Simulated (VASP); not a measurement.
Write the native input for VASP 6.6.1 that does the following.

```yaml
Task: single point
Functional: PBE
Potentials_or_basis: VASP PAW PBE potentials, release 64 (Cd)
Cutoff: 500 eV
k_mesh: 6 × 6 × 6
Occupations: gaussian, width 0.1 eV
Spin: no spin polarisation
Dipole_correction: no
Further_INCAR_settings: ALGO = Normal; EDIFF = 1e-06; NBANDS = 19
```

The structure of Cd lies in POSCAR:

```
Cd
1.0
    0.0000000000      3.3685491044      3.3685491044
    3.3685491044      0.0000000000      3.3685491044
    3.3685491044      3.3685491044      0.0000000000
Cd
2
Direct
    1.0000000000      1.0000000000      1.0000000000
    0.2500000000      0.2500000000      0.2500000000
```

This isn't the form of Cd at room conditions, which is hcp.

The input as run:

INCAR

```
PREC = Accurate ; ENCUT = 500
EDIFF = 1E-6 ; ISMEAR = 0
SIGMA = 0.1 ; LREAL = F
LASPH = T ; NELM = 120
ALGO = Normal ; ISIF = 2
LWAVE = F ; LCHARG = F
GGA = PE ; NBANDS = 19
GGA_COMPAT = F
```

KPOINTS

```
Automatic mesh
0
Gamma
  6 6 6
```

Potentials or basis: VASP PAW PBE potentials, release 64 (Cd).

Command:

```console
$ cat potpaw_PBE.64/Cd/POTCAR > POTCAR
$ mpirun -np 1 vasp_std > vasp.out
```

It gave:

The pressure is 0.2 GPa. The band gap on the k mesh is zero (bands 12 and 13 overlap by 4.51 eV).

It took 12 s on 1 thread of AMD EPYC 9R45 96-Core Processor (Zen 5), on a shared host, peak memory 0.16 GiB.
